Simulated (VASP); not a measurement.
# CdSe (F-43m) in VASP: further runs

Runs on CdSe. Level: r2SCAN. Tasks: single point.

All numbers are computed with VASP 6.6.1; they aren't measurements. Logs are shortened: lines on timing, memory, paths and dates and some standing lists are left out, and cuts for length are marked.

## 1. The cell of the first run

Symmetry: F-43m, No. 216, cubic system. Conventional cell: a = 6.008 Å, b = 6.008 Å, c = 6.008 Å, α = 90.00°, β = 90.00°, γ = 90.00°. Cd (site symmetry -43m) has 4 Se at 2.60 Å within 3.4 Å. Within 3.4 Å of Se (site symmetry -43m) lie 4 Cd at 2.60 Å.

## 2. Single point, r2SCAN (volume scaled by 0.94)

The input, POSCAR:

```
CdSe
1.0
    0.0000000000      3.0041824925      3.0041824925
    3.0041824925      0.0000000000      3.0041824925
    3.0041824925      3.0041824925      0.0000000000
Cd Se
1 1
Direct
    0.0000000000      0.0000000000      0.0000000000
    0.7500000000      0.7500000000      0.7500000000
```

The input, INCAR.step1:

```
SYSTEM = CdSe
PREC = Accurate ; ENCUT = 520
ISMEAR = 0 ; SIGMA = 0.02
LREAL = .False. ; LASPH = .True.
NELM = 80 ; NBANDS = 16
GGA = PE ; ALGO = Normal
EDIFF = 1E-4 ; LWAVE = .True.
LCHARG = .False.
```

The input, INCAR.step2:

```
SYSTEM = CdSe
PREC = Accurate ; ENCUT = 520
EDIFF = 1E-6 ; ISMEAR = 0
SIGMA = 0.02 ; LREAL = .False.
LASPH = .True. ; NELM = 80
ALGO = Normal ; ISIF = 2
LWAVE = .False. ; LCHARG = .True.
METAGGA = R2SCAN ; LMIXTAU = .True.
LELF = .True. ; LVHAR = .True.
NBANDS = 16 ; ISTART = 1
```

The input, KPOINTS:

```
regular mesh
0
Gamma
  8 8 8
  0 0 0
```

Potentials or basis: VASP PAW PBE potentials, release 64 (Cd, Se).

Command:

```console
$ cat potpaw_PBE.64/Cd/POTCAR potpaw_PBE.64/Se/POTCAR > POTCAR
$ cp INCAR.step1 INCAR
$ mpirun -np 1 vasp_std > vasp.out
$ cp INCAR.step2 INCAR
$ mpirun -np 1 vasp_std > vasp.out
```

OUTCAR:

```text
SYSTEM = CdSe
   PREC = Accurate
   ENCUT = 520
   EDIFF = 1E-6
   ISMEAR = 0
   LREAL = .False.
   LASPH = .True.
   NELM = 80
   ISIF = 2
   METAGGA = R2SCAN
   ISTART = 1

 ion  position               nearest neighbor table
   1  0.000  0.000  0.000-   2 2.60   2 2.60   2 2.60   2 2.60
   2  0.750  0.750  0.750-   1 2.60   1 2.60   1 2.60   1 2.60

  LATTYP: Found a face centered cubic cell.
 ALAT       =     6.0083649850

  Lattice vectors:

 A1 = (   0.0000000000,   3.0041824925,   3.0041824925)
 A2 = (   3.0041824925,   0.0000000000,   3.0041824925)
 A3 = (   3.0041824925,   3.0041824925,   0.0000000000)

Analysis of symmetry for initial positions (statically):
=====================================================================
 Subroutine PRICEL returns:
 Original cell was already a primitive cell.

 Routine SETGRP: Setting up the symmetry group for a
 face centered cubic supercell.

 Subroutine GETGRP returns: Found 24 space group operations
 (whereof 24 operations were pure point group operations)
 out of a pool of 48 trial point group operations.

The static configuration has the point symmetry T_d .

Analysis of symmetry for dynamics (positions and initial velocities):
=====================================================================
 Subroutine PRICEL returns:
 Original cell was already a primitive cell.

 Routine SETGRP: Setting up the symmetry group for a
 face centered cubic supercell.

 Subroutine GETGRP returns: Found 24 space group operations
 (whereof 24 operations were pure point group operations)
 out of a pool of 48 trial point group operations.

The dynamic configuration has the point symmetry T_d .

 Subroutine INISYM returns: Found 24 space group operations
 (whereof 24 operations are pure point group operations),
 and found     1 'primitive' translations

----------------------------------------------------------------------------------------

                                     Primitive cell

  volume of cell :      54.2262

  direct lattice vectors                    reciprocal lattice vectors
     0.000000000  3.004182493  3.004182493    -0.166434629  0.166434629  0.166434629
     3.004182493  0.000000000  3.004182493     0.166434629 -0.166434629  0.166434629
     3.004182493  3.004182493  0.000000000     0.166434629  0.166434629 -0.166434629

  length of vectors
     4.248555625  4.248555625  4.248555625     0.288273234  0.288273234  0.288273234

  position of ions in fractional coordinates (direct lattice)
     0.000000000  0.000000000  0.000000000
     0.750000000  0.750000000  0.750000000

  ion indices of the primitive-cell ions
   primitive index   ion index
                 1           1
                 2           2

----------------------------------------------------------------------------------------

 KPOINTS: regular mesh

Automatic generation of k-mesh.
 Grid dimensions read from file:
 generate k-points for:    8    8    8

 Generating k-lattice:

  Cartesian coordinates                     Fractional coordinates (reciprocal lattice)
    -0.020804329  0.020804329  0.020804329     0.125000000  0.000000000  0.000000000
     0.020804329 -0.020804329  0.020804329     0.000000000  0.125000000  0.000000000
     0.020804329  0.020804329 -0.020804329     0.000000000  0.000000000  0.125000000

  Length of vectors
     0.036034154  0.036034154  0.036034154

  Shift w.r.t. Gamma in fractional coordinates (k-lattice)
     0.000000000  0.000000000  0.000000000

 Subroutine IBZKPT returns following result:
 ===========================================

 Found     29 irreducible k-points:

 Following reciprocal coordinates:
            Coordinates               Weight
  0.000000  0.000000  0.000000      1.000000
  0.125000  0.000000  0.000000      8.000000
  0.250000  0.000000  0.000000      8.000000
  0.375000  0.000000  0.000000      8.000000
  0.500000  0.000000  0.000000      4.000000
  0.125000  0.125000  0.000000      6.000000
[... 16 lines left out ...]
  0.500000  0.250000  0.125000     48.000000
 -0.375000  0.250000  0.125000     24.000000
 [... further k-points ...]
   k-points           NKPTS =     29   k-points in BZ     NKDIM =     29   number of bands    NBANDS=     16
   number of dos      NEDOS =    301   number of ions     NIONS =      2
   total plane-waves  NPLWV =  32768
   dimension x,y,z NGX =    32 NGY =   32 NGZ =   32
   dimension x,y,z NGXF=    64 NGYF=   64 NGZF=   64
   ions per type =               1   1
   NGX,Y,Z   is equivalent  to a cutoff of  12.52, 12.52, 12.52 a.u.
   NGXF,Y,Z  is equivalent  to a cutoff of  25.04, 25.04, 25.04 a.u.
 SYSTEM =  CdSe
   PREC   = accura    normal or accurate (medium, high low for compatibility)
   ISTART =      1    job   : 0-new  1-cont  2-samecut
   ICHARG =      0    charge: 1-file 2-atom 10-const
   ISPIN  =      1    spin polarized calculation?
   LNONCOLLINEAR =      F non collinear calculations
   LSORBIT =      F    spin-orbit coupling
   LASPH  =      T    aspherical Exc in radial PAW
   ENCUT  =  520.0 eV  38.22 Ry    6.18 a.u.   7.90  7.90  7.90*2*pi/ulx,y,z
   NELM   =     80;   NELMIN=  2; NELMDL=  0     # of ELM steps
   EDIFF  = 0.1E-05   stopping-criterion for ELM
   LREAL  =      F    real-space projection
   EDIFFG = 0.1E-04   stopping-criterion for IOM
   NSW    =      0    number of steps for IOM
   IBRION =     -1    ionic relax: 0-MD 1-quasi-New 2-CG
   NFREE  =      0    steps in history (QN), initial steepest desc. (CG)
   ISIF   =      2    stress and relaxation
   ISYM   =      2    0-nonsym 1-usesym 2-fastsym
   POTIM  = 0.5000    time-step for ionic-motion
   TEBEG  =    0.0;   TEEND  =   0.0 temperature during run
   PSTRESS=    0.0 pullay stress
   NELECT =      18.0000    total number of electrons
   NUPDOWN=      -1.0000    fix difference up-down
   EMIN   =  10.00;   EMAX   =-10.00  energy-range for DOS
   EFERMI =   0.00;   METHOD = LEGACY
   ISMEAR =     0;   SIGMA  =   0.02  broadening in eV -4-tet -1-fermi 0-gaus
   EFERMI_NEDOS =   21; number of points for ismear=-14 and -15
   IALGO  =     38    algorithm
   IMIX   =      4    mixing-type and parameters
     AMIX     =   0.40;   BMIX     =  1.00
     AMIX_MAG =   1.60;   BMIX_MAG =  1.00
  volume/ion in A,a.u.               =      27.11       182.97
  Fermi-wavevector in a.u.,A,eV,Ry     =   1.133520  2.142043 17.481698  1.284869
  Thomas-Fermi vector in A             =   2.270223
   LORBIT       =      0    0 simple, 1 ext, 2 COOP (PROOUT), +10 PAW based schemes
   METAGGA = R2SCAN    functional components
   LHFCALC =     F    Hartree Fock is set to
   AEXX    =    0.0000 exact exchange contribution
   IVDW    =     0    specifies the selected vdW correction
   LEPSILON=     F    determine dielectric tensor
   LRPA    =     F    only Hartree local field effects (RPA)
 non-spin polarized calculation
 Gauss-broadening in eV      SIGMA  =   0.02
  energy-cutoff  :      520.00
  volume of cell :       54.23
 maximum number of plane-waves:      1476
   NGX = 15   NGY = 15   NGZ = 15

 number of electron      17.9999992 magnetization

 Free energy of the ion-electron system (eV)
  ---------------------------------------------------
  ext. energy  EPLUGINS =         0.00000000
  ---------------------------------------------------
  free energy    TOTEN  =       -35.87203983 eV

  energy without entropy =      -35.87203983  energy(sigma->0) =      -35.87203983

 E-fermi :   1.1049     XC(G=0):  -9.6060

 val. band max:        0.9455868783   @ k =   0.0000   0.0000   0.0000
 cond. band min:       2.1144215153   @ k =   0.0000   0.0000   0.0000
 fundamental gap:      1.1688346370
 Fermi energy:         1.1048647398

 k-point     1 :       0.0000    0.0000    0.0000
  band No.  band energies     occupation
      1     -12.2983      2.00000
      2      -7.3527      2.00000
      3      -7.3527      2.00000
      4      -7.3527      2.00000
      5      -6.9052      2.00000
      6      -6.9052      2.00000
[... 8 lines left out ...]
     15      12.6825      0.00000
     16      12.6825      0.00000

 k-point     2 :       0.1250    0.0000    0.0000
  band No.  band energies     occupation
      1     -12.2386      2.00000
      2      -7.3327      2.00000
      3      -7.3326      2.00000
      4      -7.2987      2.00000
      5      -6.9062      2.00000
      6      -6.9062      2.00000
[... 8 lines left out ...]
     15      11.8443      0.00000
     16      12.1598      0.00000

 k-point     3 :       0.2500    0.0000    0.0000
  band No.  band energies     occupation
      1     -12.0928      2.00000
      2      -7.2885      2.00000
      3      -7.2885      2.00000
      4      -7.1131      2.00000
      5      -6.9027      2.00000
      6      -6.9027      2.00000
[... 8 lines left out ...]
     15      11.6024      0.00000
     16      11.6178      0.00000

 k-point     4 :       0.3750    0.0000    0.0000
  band No.  band energies     occupation
      1     -11.9453      2.00000
      2      -7.2528      2.00000
      3      -7.2527      2.00000
      4      -6.8883      2.00000
      5      -6.8883      2.00000
      6      -6.7904      2.00000
[... 8 lines left out ...]
     15      12.6001      0.00000
     16      12.6001      0.00000

 k-point     5 :       0.5000    0.0000    0.0000
  band No.  band energies     occupation
      1     -11.8839      2.00000
      2      -7.2411      2.00000
      3      -7.2411      2.00000
      4      -6.8784      2.00000
      5      -6.8784      2.00000
      6      -6.5711      2.00000
[... 8 lines left out ...]
     15      13.8910      0.00000
     16      13.8910      0.00000

 k-point     6 :       0.1250    0.1250    0.0000
  band No.  band energies     occupation
      1     -12.2188      2.00000
      2      -7.3133      2.00000
      3      -7.3133      2.00000
      4      -7.3064      2.00000
      5      -6.9180      2.00000
      6      -6.8953      2.00000
[... 8 lines left out ...]
     15      12.7499      0.00000
     16      12.8210      0.00000

 k-point     7 :       0.2500    0.1250    0.0000
  band No.  band energies     occupation
      1     -12.1020      2.00000
      2      -7.2842      2.00000
      3      -7.2663      2.00000
      4      -7.1729      2.00000
      5      -6.9199      2.00000
      6      -6.8860      2.00000
[... 8 lines left out ...]
     15      12.5962      0.00000
     16      13.0960      0.00000

 k-point     8 :       0.3750    0.1250    0.0000
  band No.  band energies     occupation
      1     -11.9553      2.00000
      2      -7.2485      2.00000
      3      -7.2256      2.00000
      4      -6.9690      2.00000
      5      -6.8755      2.00000
      6      -6.8272      2.00000
[... 8 lines left out ...]
     15      12.6753      0.00000
     16      13.2274      0.00000

 k-point     9 :       0.5000    0.1250    0.0000
  band No.  band energies     occupation
      1     -11.8656      2.00000
      2      -7.2286      2.00000
      3      -7.2118      2.00000
      4      -6.9106      2.00000
      5      -6.8755      2.00000
      6      -6.5616      2.00000
[... 8 lines left out ...]
     15      13.2449      0.00000
     16      13.9446      0.00000
[... 172 lines left out ...]
 k-point    19 :       0.5000    0.3750    0.0000
  band No.  band energies     occupation
      1     -11.7734      2.00000
      2      -7.1361      2.00000
      3      -7.0717      2.00000
      4      -7.0392      2.00000
      5      -6.8485      2.00000
      6      -6.5097      2.00000
[... 8 lines left out ...]
     15      14.2829      0.00000
     16      15.0946      0.00000

 k-point    20 :      -0.3750    0.3750    0.0000
  band No.  band energies     occupation
      1     -11.7655      2.00000
      2      -7.1611      2.00000
      3      -7.0943      2.00000
      4      -6.9849      2.00000
      5      -6.8715      2.00000
      6      -6.3956      2.00000
[... 8 lines left out ...]
     15      13.1931      0.00000
     16      15.8684      0.00000

 k-point    21 :       0.5000    0.5000    0.0000
  band No.  band energies     occupation
      1     -11.7535      2.00000
      2      -7.1244      2.00000
      3      -7.0451      2.00000
      4      -7.0451      2.00000
      5      -6.8375      2.00000
      6      -6.4962      2.00000
[... 8 lines left out ...]
     15      14.0206      0.00000
     16      15.1129      0.00000

 k-point    22 :       0.3750    0.2500    0.1250
  band No.  band energies     occupation
      1     -11.9849      2.00000
      2      -7.2405      2.00000
      3      -7.2165      2.00000
      4      -7.0484      2.00000
      5      -6.8973      2.00000
      6      -6.8557      2.00000
[... 8 lines left out ...]
     15      13.2265      0.00000
     16      14.4820      0.00000

 k-point    23 :       0.5000    0.2500    0.1250
  band No.  band energies     occupation
      1     -11.8679      2.00000
      2      -7.2047      2.00000
      3      -7.1851      2.00000
      4      -6.9609      2.00000
      5      -6.8801      2.00000
      6      -6.6449      2.00000
[... 8 lines left out ...]
     15      13.6900      0.00000
     16      14.2897      0.00000

 k-point    24 :      -0.3750    0.2500    0.1250
  band No.  band energies     occupation
      1     -11.8196      2.00000
      2      -7.1975      2.00000
      3      -7.1707      2.00000
      4      -6.9286      2.00000
      5      -6.8869      2.00000
      6      -6.4723      2.00000
[... 8 lines left out ...]
     15      13.3218      0.00000
     16      14.3968      0.00000

 [... further k-points ...]

------------------------ aborting loop because EDIFF is reached ----------------------------------------

  FORCE on cell =-STRESS in cart. coord.  units (eV):
  Direction    XX          YY          ZZ          XY          YZ          ZX
  --------------------------------------------------------------------------------------
  -------------------------------------------------------------------------------------
  Total        1.3527403      1.3527403      1.3527403     -0.0000000      0.0000000      0.0000000
  in kB       39.9683388     39.9683388     39.9683388     -0.0000000      0.0000000      0.0000000
  external PRESSURE =      39.9683388 kB  Pullay stress =       0.0000000 kB

 VOLUME and BASIS-vectors are now :
 -----------------------------------------------------------------------------
  energy-cutoff  :      520.00
  volume of cell :       54.23
      direct lattice vectors                 reciprocal lattice vectors
     0.000000000  3.004182493  3.004182493    -0.166434629  0.166434629  0.166434629
     3.004182493  0.000000000  3.004182493     0.166434629 -0.166434629  0.166434629
     3.004182493  3.004182493  0.000000000     0.166434629  0.166434629 -0.166434629

 POSITION                                       TOTAL-FORCE (eV/Angst)
 -----------------------------------------------------------------------------------
      0.00000      0.00000      0.00000        -0.000000     -0.000000      0.000000
      4.50627      4.50627      4.50627         0.000000      0.000000     -0.000000
 -----------------------------------------------------------------------------------
    total drift:                                0.000000      0.000000      0.000000

  FREE ENERGIE OF THE ION-ELECTRON SYSTEM (eV)
  ---------------------------------------------------
  free  energy   TOTEN  =       -35.8720398310 eV

  energy  without entropy=      -35.8720398310  energy(sigma->0) =      -35.87203983
```

Wall time 44 s (1 thread of Intel Xeon 6975P-C (Granite Rapids), shared host); peak memory 0.18 GiB.

Results:

| Quantity | Value |
| --- | --- |
| Free energy | -35.8720 eV |
| Pressure | 4.0 GPa |
| Band gap on the k mesh | 1.17 eV, direct |

Levels at points of the mesh, in eV from the valence-band top:
```tsv
k point	band 7	band 8	band 9	band 10	band 11	band 12
(0.00, 0.00, 0.00)	0.00	0.00	0.00	1.17	6.47	6.47
(0.50, 0.00, 0.00)	-4.66	-0.81	-0.81	2.91	6.93	6.93
(0.50, 0.50, 0.00)	-4.27	-2.02	-2.02	3.39	4.19	9.90
```

Caveat: the PAW data sets were made with another functional, which shifts forces and pressure a little.

## 3. Single point, r2SCAN (volume scaled by 0.97)

The input, POSCAR:

```
CdSe
1.0
    0.0000000000      3.0358077901      3.0358077901
    3.0358077901      0.0000000000      3.0358077901
    3.0358077901      3.0358077901      0.0000000000
Cd Se
1 1
Direct
    0.0000000000      0.0000000000      0.0000000000
    0.7500000000      0.7500000000      0.7500000000
```

The input, INCAR.step1:

```
SYSTEM = CdSe
PREC     = Accurate       ! precision mode
ENCUT    = 520            ! plane-wave cutoff, eV
ISMEAR   = 0              ! smearing method
SIGMA    = 0.02           ! smearing width, eV
LREAL    = .False.        ! projectors in reciprocal space
LASPH    = .True.         ! aspherical terms in the spheres
NELM     = 100            ! most SCF steps
NBANDS   = 16             ! bands
GGA      = PE             ! functional
ALGO     = Normal         ! electronic algorithm
EDIFF    = 1E-4           ! SCF threshold, eV
LWAVE    = .True.         ! write WAVECAR
LCHARG   = .False.        ! write CHGCAR
```

The input, INCAR.step2:

```
SYSTEM = CdSe
PREC     = Accurate       ! precision mode
ENCUT    = 520            ! plane-wave cutoff, eV
EDIFF    = 1E-6           ! SCF threshold, eV
ISMEAR   = 0              ! smearing method
SIGMA    = 0.02           ! smearing width, eV
LREAL    = .False.        ! projectors in reciprocal space
LASPH    = .True.         ! aspherical terms in the spheres
NELM     = 100            ! most SCF steps
ALGO     = Normal         ! electronic algorithm
ISIF     = 2              ! what is computed and relaxed
LWAVE    = .False.        ! write WAVECAR
LCHARG   = .False.        ! write CHGCAR
METAGGA  = R2SCAN         ! meta-GGA
LMIXTAU  = .True.       
NBANDS   = 16             ! bands
ISTART   = 1
```

The input, KPOINTS:

```
Automatic mesh
0
Gamma
  8 8 8
  0 0 0
```

Potentials or basis: VASP PAW PBE potentials, release 64 (Cd, Se).

Command:

```console
$ cat potpaw_PBE.64/Cd/POTCAR potpaw_PBE.64/Se/POTCAR > POTCAR
$ cp INCAR.step1 INCAR
$ mpirun -np 1 vasp_std > vasp.out
$ cp INCAR.step2 INCAR
$ mpirun -np 1 vasp_std > vasp.out
```

It took 40 s on 1 thread of Intel Xeon 6975P-C (Granite Rapids), shared host; peak memory 0.19 GiB.

It converged, with:

```
Free energy            : -35.9040 eV
Pressure               : 2.0 GPa
Band gap on the k mesh : 1.10 eV, direct
```

Levels at points of the mesh, in eV from the valence-band top:
| k point | band 5 | band 6 | band 7 | band 8 | band 9 | band 10 | band 11 | band 12 | band 13 | band 14 |
| --- | --- | --- | --- | --- | --- | --- | --- | --- | --- | --- |
| (0.00, 0.00, 0.00) | -7.78 | -7.78 | 0.00 | 0.00 | 0.00 | 1.10 | 6.47 | 6.47 | 6.47 | 10.35 |
| (0.50, 0.00, 0.00) | -7.75 | -7.47 | -4.46 | -0.77 | -0.77 | 2.87 | 6.93 | 6.93 | 7.84 | 10.61 |
| (0.50, 0.50, 0.00) | -7.71 | -7.40 | -4.11 | -1.90 | -1.90 | 3.45 | 4.16 | 9.73 | 11.00 | 11.00 |

Caveat: the PAW data sets were made with another functional, which shifts forces and pressure a little.

[end of part 1 of 2]
